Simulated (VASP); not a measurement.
Wanted: the native input for a VASP 6.6.1 run.

```
Task                   : single point
Functional             : PBE
Dispersion             : D3(BJ)
Potentials or basis    : VASP PAW PBE potentials, release 64 (Sn_d, Se)
Cutoff                 : 520 eV
k mesh                 : 14 × 14 × 10
Occupations            : gaussian, width 0.02 eV
Spin                   : no spin polarisation
Dipole correction      : no
Further INCAR settings : ALGO = Normal; EDIFF = 1e-06; NBANDS = 20
```

The structure of SnSe2 lies in POSCAR:

```
SnSe2
1.0
    3.8399167745      0.0000000000      0.0000000000
   -1.9199583872      3.3254654751      0.0000000000
    0.0000000000      0.0000000000      6.0081316730
Sn Se
1 2
Direct
    0.0000000000      0.0000000000      0.0000000000
    0.3333333333      0.6666666667      0.2652674357
    0.6666666667      0.3333333333      0.7347325643
```

One way to write it, as run:

INCAR

```
SYSTEM = SnSe2
PREC = Accurate ; ENCUT = 520
EDIFF = 1E-6 ; ISMEAR = 0
SIGMA = 0.02 ; LREAL = .False.
LASPH = .True. ; NELM = 80
ALGO = Normal ; ISIF = 2
LWAVE = .False. ; LCHARG = .False.
GGA = PE ; IVDW = 12
NBANDS = 20
```

KPOINTS

```
Automatic mesh
0
Gamma
  14 14 10
  0 0 0
```

Potentials or basis: VASP PAW PBE potentials, release 64 (Sn_d, Se).

The run is started by

```sh
$ cat potpaw_PBE.64/Sn_d/POTCAR potpaw_PBE.64/Se/POTCAR > POTCAR
$ mpirun -np 1 vasp_std > vasp.out
```

It gave:

```yaml
Pressure: 0.1 GPa
Largest_force: 0.013 eV/Å
Band_gap_on_the_k_mesh: 0.36 eV, indirect (least direct gap 0.81 eV)
Dispersion_energy_per_atom: -0.364 eV
```

Caveat: spin-orbit coupling is left out, which moves the levels of the heavy elements.

It took 5.5 min on 1 thread of AMD EPYC 7R43 64-Core Processor (Zen 3) (shared host), peak memory 0.4 GiB.
